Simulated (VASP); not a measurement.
# La: single point with PBE

Crystal: La.

```
La
1.0
     3.77668    0.00000    0.00000
    -1.88834    3.27070    0.00000
     0.00000    0.00000    6.10126
La
2
Direct
  0.33333 0.66667 0.25000
  0.66667 0.33333 0.75000
```

| Item | Value |
| --- | --- |
| Program | VASP 6.6.1 |
| Task | single point |
| Functional | PBE |
| Potentials or basis | VASP PAW PBE potentials, release 64 (La) |
| Cutoff | 520 eV |
| k mesh | 13 × 13 × 7 |
| Occupations | fermi-dirac, width 0.08 eV |
| Spin | no spin polarisation |

```
Pressure               : 0.1 GPa
Band gap on the k mesh : zero (band 11 reaches 8.82 eV, above the bottom of band 12 at 7.51 eV)
```

Levels at points of the mesh, in eV from the Fermi level:
```tsv
k point	band 7	band 8	band 9	band 10	band 11	band 12	band 13	band 14	band 15	band 16
(0.00, 0.00, 0.00)	-15.91	-15.87	-3.17	-1.72	1.11	1.32	1.32	1.54	1.62	1.66
```

It took 6.3 min on 1 thread of Oxide Virtual Turin-like Processor, on a shared host, peak memory 0.23 GiB.

Caveat: spin-orbit coupling is left out, which moves the levels of the heavy elements.
